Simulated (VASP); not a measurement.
# SiGe5 (P6/mmm) in VASP: a series of runs

SiGe5 is run at these levels: PBE; tasks: single point.

All numbers are computed with VASP 6.6.1; they aren't measurements. Logs are shortened: lines on timing, memory, paths and dates and some standing lists are left out, and cuts for length are marked.

## Step 1: The cell of the first run

Symmetry: P6/mmm, No. 191, hexagonal system. The conventional cell has a = 5.500 Å, b = 5.500 Å, c = 4.339 Å, α = 90.00°, β = 90.00°, γ = 120.00°. Si (site symmetry 6/mmm) has 18 Ge at 3.18 to 3.50 Å within 4.2 Å. Ge (site symmetry mmm) has 8 Ge at 2.69 to 2.75 Å within 3.5 Å. Ge (site symmetry -6m2) has 9 Ge at 2.69 to 3.18 Å and 3 Si at 3.18 Å within 3.5 Å.

## Step 2: Single point, PBE

Input file INCAR:

```
PREC     = Accurate       # precision mode
ENCUT    = 520            # plane-wave cutoff, eV
EDIFF    = 1E-6           # SCF threshold, eV
ISMEAR   = 0              # smearing method
SIGMA    = 0.1            # smearing width, eV
LREAL    = False          # projectors in reciprocal space
LASPH    = True           # aspherical terms in the spheres
NELM     = 100            # most SCF steps
ALGO     = Normal         # electronic algorithm
ISIF     = 2              # what is computed and relaxed
LWAVE    = False          # write WAVECAR
LCHARG   = True           # write CHGCAR
GGA      = PE             # functional
LELF     = True           # ELF
LVHAR    = True         
NBANDS   = 46             # bands
```

Input file KPOINTS:

```
Automatic mesh
0
Gamma
  6 6 4
```

Input file POSCAR:

```
SiGe5
1.0
    5.4995133000      0.0000000000      0.0000000000
   -2.7497566500      4.7627182300      0.0000000000
    0.0000000000      0.0000000000      4.3390986000
Si Ge
1 5
Direct
    0.0000000000      0.0000000000      0.0000000000
    0.0000000000      0.5000000000      0.5000000000
    0.3333333300      0.6666666700      0.0000000000
    0.6666666700      0.3333333300      0.0000000000
    0.5000000000      0.0000000000      0.5000000000
    0.5000000000      0.5000000000      0.5000000000
```

Potentials or basis: VASP PAW PBE potentials, release 64 (Si, Ge_d).

The run is started by

```bash
cat potpaw_PBE.64/Si/POTCAR potpaw_PBE.64/Ge_d/POTCAR > POTCAR
mpirun -np 1 vasp_std > vasp.out
```

OUTCAR:

```text
PREC = Accurate
   ENCUT = 520
   EDIFF = 1E-6
   ISMEAR = 0
   LREAL = False
   LASPH = True
   NELM = 100
   ISIF = 2
   GGA = PE

 ion  position               nearest neighbor table
   1  0.000  0.000  0.000-
   2  0.000  0.500  0.500-   3 2.69   4 2.69   3 2.69   4 2.69   6 2.75   6 2.75   5 2.75   5 2.75

   3  0.333  0.667  0.000-   2 2.69   2 2.69   5 2.69   5 2.69   6 2.69   6 2.69
   4  0.667  0.333  0.000-   2 2.69   2 2.69   5 2.69   5 2.69   6 2.69   6 2.69
   5  0.500  0.000  0.500-   3 2.69   4 2.69   3 2.69   4 2.69   2 2.75   6 2.75   6 2.75   2 2.75

   6  0.500  0.500  0.500-   3 2.69   4 2.69   3 2.69   4 2.69   2 2.75   2 2.75   5 2.75   5 2.75

  LATTYP: Found a hexagonal cell.
 ALAT       =     5.4995133000
 C/A-ratio  =     0.7889968372

  Lattice vectors:

 A1 = (   5.4995133000,   0.0000000000,   0.0000000000)
 A2 = (  -2.7497566500,   4.7627182300,   0.0000000000)
 A3 = (   0.0000000000,   0.0000000000,   4.3390986000)

Analysis of symmetry for initial positions (statically):
=====================================================================
 Subroutine PRICEL returns:
 Original cell was already a primitive cell.

 Routine SETGRP: Setting up the symmetry group for a
 hexagonal supercell.

 Subroutine GETGRP returns: Found 24 space group operations
 (whereof 24 operations were pure point group operations)
 out of a pool of 24 trial point group operations.

The static configuration has the point symmetry D_6h.

Analysis of symmetry for dynamics (positions and initial velocities):
=====================================================================
 Subroutine PRICEL returns:
 Original cell was already a primitive cell.

 Routine SETGRP: Setting up the symmetry group for a
 hexagonal supercell.

 Subroutine GETGRP returns: Found 24 space group operations
 (whereof 24 operations were pure point group operations)
 out of a pool of 24 trial point group operations.

The dynamic configuration has the point symmetry D_6h.

 Subroutine INISYM returns: Found 24 space group operations
 (whereof 24 operations are pure point group operations),
 and found     1 'primitive' translations

----------------------------------------------------------------------------------------

                                     Primitive cell

  volume of cell :     113.6524

  direct lattice vectors                    reciprocal lattice vectors
     5.499513300  0.000000000  0.000000000     0.181834272  0.104982066  0.000000000
    -2.749756650  4.762718230  0.000000000     0.000000000  0.209964132  0.000000000
     0.000000000  0.000000000  4.339098600     0.000000000  0.000000000  0.230462613

  length of vectors
     5.499513300  5.499513303  4.339098600     0.209964132  0.209964132  0.230462613

  position of ions in fractional coordinates (direct lattice)
     0.000000000  0.000000000  0.000000000
     1.000000000  0.500000000  0.500000000
     0.333333330  0.666666670  0.000000000
     0.666666670  0.333333330  0.000000000
     0.500000000  0.000000000  0.500000000
     0.500000000  0.500000000  0.500000000

  ion indices of the primitive-cell ions
   primitive index   ion index
                 1           1
                 2           2
                 3           3
                 4           4
                 5           5
                 6           6

----------------------------------------------------------------------------------------

 KPOINTS: Automatic mesh

Automatic generation of k-mesh.
 Grid dimensions read from file:
 generate k-points for:    6    6    4

 Generating k-lattice:

  Cartesian coordinates                     Fractional coordinates (reciprocal lattice)
     0.030305712  0.017497011  0.000000000     0.166666667  0.000000000  0.000000000
     0.000000000  0.034994022  0.000000000     0.000000000  0.166666667  0.000000000
     0.000000000  0.000000000  0.057615653     0.000000000  0.000000000  0.250000000

  Length of vectors
     0.034994022  0.034994022  0.057615653

  Shift w.r.t. Gamma in fractional coordinates (k-lattice)
     0.000000000  0.000000000  0.000000000

 Subroutine IBZKPT returns following result:
 ===========================================

 Found     21 irreducible k-points:

 Following reciprocal coordinates:
            Coordinates               Weight
  0.000000  0.000000  0.000000      1.000000
  0.166667  0.000000  0.000000      6.000000
  0.333333  0.000000  0.000000      6.000000
  0.500000  0.000000  0.000000      3.000000
  0.166667  0.166667  0.000000      6.000000
  0.333333  0.166667  0.000000     12.000000
[... 13 lines left out ...]
  0.333333  0.166667  0.500000     12.000000
  0.333333  0.333333  0.500000      2.000000
   k-points           NKPTS =     21   k-points in BZ     NKDIM =     21   number of bands    NBANDS=     46
   number of dos      NEDOS =    301   number of ions     NIONS =      6
   total plane-waves  NPLWV =  56448
   dimension x,y,z NGX =    42 NGY =   42 NGZ =   32
   dimension x,y,z NGXF=    84 NGYF=   84 NGZF=   64
   ions per type =               1   5
   NGX,Y,Z   is equivalent  to a cutoff of  12.70, 12.70, 12.26 a.u.
   NGXF,Y,Z  is equivalent  to a cutoff of  25.39, 25.39, 24.52 a.u.
 SYSTEM =  unknown system
   PREC   = accura    normal or accurate (medium, high low for compatibility)
   ISTART =      0    job   : 0-new  1-cont  2-samecut
   ICHARG =      2    charge: 1-file 2-atom 10-const
   ISPIN  =      1    spin polarized calculation?
   LNONCOLLINEAR =      F non collinear calculations
   LSORBIT =      F    spin-orbit coupling
   LASPH  =      T    aspherical Exc in radial PAW
   ENCUT  =  520.0 eV  38.22 Ry    6.18 a.u.  10.23 10.23  8.07*2*pi/ulx,y,z
   NELM   =    100;   NELMIN=  2; NELMDL= -5     # of ELM steps
   EDIFF  = 0.1E-05   stopping-criterion for ELM
   LREAL  =      F    real-space projection
   EDIFFG = 0.1E-04   stopping-criterion for IOM
   NSW    =      0    number of steps for IOM
   IBRION =     -1    ionic relax: 0-MD 1-quasi-New 2-CG
   NFREE  =      0    steps in history (QN), initial steepest desc. (CG)
   ISIF   =      2    stress and relaxation
   ISYM   =      2    0-nonsym 1-usesym 2-fastsym
   POTIM  = 0.5000    time-step for ionic-motion
   TEBEG  =    0.0;   TEEND  =   0.0 temperature during run
   PSTRESS=    0.0 pullay stress
   NELECT =      74.0000    total number of electrons
   NUPDOWN=      -1.0000    fix difference up-down
   EMIN   =  10.00;   EMAX   =-10.00  energy-range for DOS
   EFERMI =   0.00;   METHOD = LEGACY
   ISMEAR =     0;   SIGMA  =   0.10  broadening in eV -4-tet -1-fermi 0-gaus
   EFERMI_NEDOS =   21; number of points for ismear=-14 and -15
   IALGO  =     38    algorithm
   IMIX   =      4    mixing-type and parameters
     AMIX     =   0.40;   BMIX     =  1.00
     AMIX_MAG =   1.60;   BMIX_MAG =  1.00
  volume/ion in A,a.u.               =      18.94       127.83
  Fermi-wavevector in a.u.,A,eV,Ry     =   1.418924  2.681378 27.393232  2.013346
  Thomas-Fermi vector in A             =   2.539999
   LORBIT       =      0    0 simple, 1 ext, 2 COOP (PROOUT), +10 PAW based schemes
   GGA     = PE    functional components
   LHFCALC =     F    Hartree Fock is set to
   AEXX    =    0.0000 exact exchange contribution
   IVDW    =     0    specifies the selected vdW correction
   LEPSILON=     F    determine dielectric tensor
   LRPA    =     F    only Hartree local field effects (RPA)
 non-spin polarized calculation
 Gauss-broadening in eV      SIGMA  =   0.10
  energy-cutoff  :      520.00
  volume of cell :      113.65
 maximum number of plane-waves:      3090
 NGX is ok and might be reduce to    42
   NGX = 21   NGY = 21   NGZ = 17

 number of electron      73.9999948 magnetization

 Free energy of the ion-electron system (eV)
  ---------------------------------------------------
  ext. energy  EPLUGINS =         0.00000000
  ---------------------------------------------------
  free energy    TOTEN  =       -23.59635182 eV

  energy without entropy =      -23.56837595  energy(sigma->0) =      -23.58236389

 E-fermi :   6.8154     XC(G=0): -10.9857

 val. band max:        6.8136461662   @ k =   0.5000   0.0000   0.5000
 cond. band min:       6.8154433023   @ k =   0.3333   0.1667   0.5000
 fundamental gap:      0.0017971361
 Fermi energy:         6.8153820478

 k-point     1 :       0.0000    0.0000    0.0000
  band No.  band energies     occupation
      1     -18.1894      2.00000
      2     -18.1352      2.00000
      3     -18.1352      2.00000
      4     -18.1195      2.00000
      5     -18.1195      2.00000
      6     -18.0931      2.00000
[... 38 lines left out ...]
     45      11.4822      0.00000
     46      11.9993      0.00000

 k-point     2 :       0.1667    0.0000    0.0000
  band No.  band energies     occupation
      1     -18.1787      2.00000
      2     -18.1327      2.00000
      3     -18.1325      2.00000
      4     -18.1159      2.00000
      5     -18.1076      2.00000
      6     -18.0970      2.00000
[... 38 lines left out ...]
     45      10.7043      0.00000
     46      12.4990      0.00000

 k-point     3 :       0.3333    0.0000    0.0000
  band No.  band energies     occupation
      1     -18.1545      2.00000
      2     -18.1264      2.00000
      3     -18.1262      2.00000
      4     -18.1060      2.00000
      5     -18.1037      2.00000
      6     -18.0779      2.00000
[... 38 lines left out ...]
     45      10.6552      0.00000
     46      12.2483      0.00000

 k-point     4 :       0.5000    0.0000    0.0000
  band No.  band energies     occupation
      1     -18.1414      2.00000
      2     -18.1230      2.00000
      3     -18.1191      2.00000
      4     -18.1141      2.00000
      5     -18.0807      2.00000
      6     -18.0677      2.00000
[... 773 lines left out ...]
     45      12.6630      0.00000
     46      12.7009      0.00000

 k-point    20 :       0.3333    0.1667    0.5000
  band No.  band energies     occupation
      1     -18.1492      2.00000
      2     -18.1074      2.00000
      3     -18.1019      2.00000
      4     -18.0946      2.00000
      5     -18.0839      2.00000
      6     -18.0803      2.00000
[... 38 lines left out ...]
     45      11.9796      0.00000
     46      12.8664      0.00000

 k-point    21 :       0.3333    0.3333    0.5000
  band No.  band energies     occupation
      1     -18.1267      2.00000
      2     -18.1267      2.00000
      3     -18.0947      2.00000
      4     -18.0916      2.00000
      5     -18.0759      2.00000
      6     -18.0759      2.00000
[... 38 lines left out ...]
     45      12.5180      0.00000
     46      12.5555      0.00000

------------------------ aborting loop because EDIFF is reached ----------------------------------------

  FORCE on cell =-STRESS in cart. coord.  units (eV):
  Direction    XX          YY          ZZ          XY          YZ          ZX
  --------------------------------------------------------------------------------------
  -------------------------------------------------------------------------------------
  Total        3.9932393      3.9932393      9.5512526      0.0000000      0.0000000      0.0000000
  in kB       56.2933707     56.2933708    134.6456262      0.0000000      0.0000000      0.0000000
  external PRESSURE =      82.4107892 kB  Pullay stress =       0.0000000 kB

 VOLUME and BASIS-vectors are now :
 -----------------------------------------------------------------------------
  energy-cutoff  :      520.00
  volume of cell :      113.65
      direct lattice vectors                 reciprocal lattice vectors
     5.499513300  0.000000000  0.000000000     0.181834272  0.104982066  0.000000000
    -2.749756650  4.762718230  0.000000000     0.000000000  0.209964132  0.000000000
     0.000000000  0.000000000  4.339098600     0.000000000  0.000000000  0.230462613

 POSITION                                       TOTAL-FORCE (eV/Angst)
 -----------------------------------------------------------------------------------
      0.00000      0.00000      0.00000         0.000000      0.000000      0.000000
     -1.37488      2.38136      2.16955         0.000000      0.000000      0.000000
     -0.00000      3.17515      0.00000        -0.000000     -0.000000      0.000000
      2.74976      1.58757      0.00000         0.000000      0.000000     -0.000000
      2.74976      0.00000      2.16955         0.000000      0.000000      0.000000
      1.37488      2.38136      2.16955         0.000000      0.000000      0.000000
 -----------------------------------------------------------------------------------
    total drift:                                0.000000     -0.000000      0.000000

  FREE ENERGIE OF THE ION-ELECTRON SYSTEM (eV)
  ---------------------------------------------------
  free  energy   TOTEN  =       -23.5963518216 eV

  energy  without entropy=      -23.5683759544  energy(sigma->0) =      -23.58236389
```

It took 48 s on 1 thread of Intel Xeon 6975P-C (Granite Rapids), shared host; peak memory 0.26 GiB.

Results:

```
Free energy            : -23.5964 eV
Pressure               : 8.2 GPa
Band gap on the k mesh : zero (band 37 reaches 7.71 eV, above the bottom of band 38 at 4.54 eV)
```

Stress tensor (GPa, compression positive):
```
 5.63  0.00  0.00
 0.00  5.63  0.00
 0.00  0.00 13.46
```

Caveat: the k points lie up to 0.36 Å⁻¹ apart.

## Step 3: Single point, PBE

This run uses another cell than the first one, of 20.62 Å³/atom, 1.089 times its volume.

Input file INCAR:

```
PREC = Accurate
ENCUT = 520
EDIFF = 1E-6
ISMEAR = 0
SIGMA = 0.1
LREAL = F
LASPH = T
NELM = 100
ALGO = Normal
ISIF = 2
LWAVE = F
LCHARG = F
GGA = PE
NBANDS = 46
```

Input file KPOINTS:

```
regular mesh
0
Gamma
  6 6 4
```

Input file POSCAR:

```
SiGe5
1.0
    5.3044356592      0.0000000000      0.0000000000
   -2.6522178296      4.5937760336      0.0000000000
    0.0000000000      0.0000000000      5.0781832450
Si Ge
1 5
Direct
    0.0000000000      0.0000000000      0.0000000000
    0.0000000000      0.5000000000      0.5000000000
    0.3333333333      0.6666666667      0.0000000000
    0.6666666667      0.3333333333      0.0000000000
    0.5000000000      0.0000000000      0.5000000000
    0.5000000000      0.5000000000      0.5000000000
```

Potentials or basis: VASP PAW PBE potentials, release 64 (Si, Ge_d).

The run is started by

```bash
cat potpaw_PBE.64/Si/POTCAR potpaw_PBE.64/Ge_d/POTCAR > POTCAR
mpirun -np 1 vasp_std > vasp.out
```

Wall time 50 s (1 thread of Intel Xeon 6975P-C (Granite Rapids), shared host); peak memory 0.28 GiB.

Results (log left out):

* Free energy: -24.5062 eV
* Pressure: 0.0 GPa
* Band gap on the k mesh: zero (band 37 reaches 7.07 eV, above the bottom of band 38 at 3.79 eV)

Levels at points of the mesh, in eV from the Fermi level:
```tsv
k point	band 35	band 36	band 37	band 38	band 39	band 40
(0.00, 0.00, 0.00)	-3.09	-0.71	-0.71	0.04	0.04	0.05
(0.50, 0.00, 0.00)	-2.36	-0.24	0.10	0.41	0.49	0.51
(0.00, 0.00, 0.50)	-2.49	-2.49	-2.21	-2.21	-0.49	0.42
(0.50, 0.00, 0.50)	0.40	0.65	1.07	1.33	1.42	1.77
```
